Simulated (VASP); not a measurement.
# NaHgH2: relaxation of cell and atoms with PBE

The system is NaHgH2.

```xyz
4
Lattice="3.7038 0.0000 0.0000 0.0000 3.7038 0.0000 0.0000 0.0000 6.1417" Properties=species:S:1:pos:R:3 pbc="T T T"
Na    0.0000    0.0000    3.0709
Hg    0.0000    0.0000    0.0000
H     1.8519    1.8519    2.6836
H     1.8519    1.8519    3.4581
```

```json
{
  "Program": "VASP 6.6.1",
  "Task": "relaxation of cell and atoms",
  "Functional": "PBE",
  "Potentials or basis": "VASP PAW PBE potentials, release 64 (Na_pv, Hg, H)",
  "Cutoff": "600 eV",
  "k mesh": "12 × 12 × 8",
  "Occupations": "gaussian, width 0.1 eV",
  "Spin": "no spin polarisation",
  "Dipole correction": "no",
  "Further INCAR settings": "ALGO = Normal; EDIFF = 1e-07; IBRION = 2; EDIFFG = -0.01; NSW = 100; ISIF = 3"
}
```

The energy gained by relaxing is 0.0 meV/atom. The ionic steps are 3 and the pressure after relaxing is 0.0 GPa. The band gap on the k mesh is zero (an odd number of electrons rules out a gap without spin polarisation).

Final structure:
```
Na Hg H
1.0
     3.70382    0.00000    0.00000
     0.00000    3.70382    0.00000
     0.00000    0.00000    6.14139
Na Hg H
1 1 2
Direct
  0.00000 0.00000 0.50000
  0.00000 0.00000 0.00000
  0.50000 0.50000 0.43699
  0.50000 0.50000 0.56300
```

Levels at points of the mesh, in eV from the Fermi level:
| k point | band 7 | band 8 | band 9 | band 10 | band 11 | band 12 | band 13 | band 14 |
| --- | --- | --- | --- | --- | --- | --- | --- | --- |
| (0.00, 0.00, 0.00) | -6.68 | -6.68 | -6.51 | -5.24 | -0.86 | 3.40 | 5.72 | 5.72 |
| (0.50, 0.00, 0.00) | -6.72 | -6.67 | -6.66 | -3.79 | 0.05 | 1.60 | 1.76 | 2.31 |
| (0.50, 0.50, 0.00) | -6.86 | -6.79 | -6.34 | -2.07 | 0.75 | 0.75 | 3.49 | 3.65 |
| (0.00, 0.00, 0.50) | -6.68 | -6.68 | -6.51 | -5.53 | -0.16 | 2.98 | 6.29 | 6.49 |
| (0.50, 0.00, 0.50) | -6.68 | -6.67 | -6.66 | -3.58 | -0.62 | -0.54 | 4.59 | 4.83 |
| (0.50, 0.50, 0.50) | -6.87 | -6.76 | -6.34 | -1.94 | 1.48 | 1.48 | 2.29 | 2.29 |

It took 2 min on 1 thread of Intel(R) Xeon(R) 6975P-C (Granite Rapids), with other jobs on the host, peak memory 0.38 GiB.

Caveat: spin-orbit coupling is left out, which moves the levels of the heavy elements; an odd number of electrons without spin polarisation forces a metal; a magnetic or distorted state may lie lower.
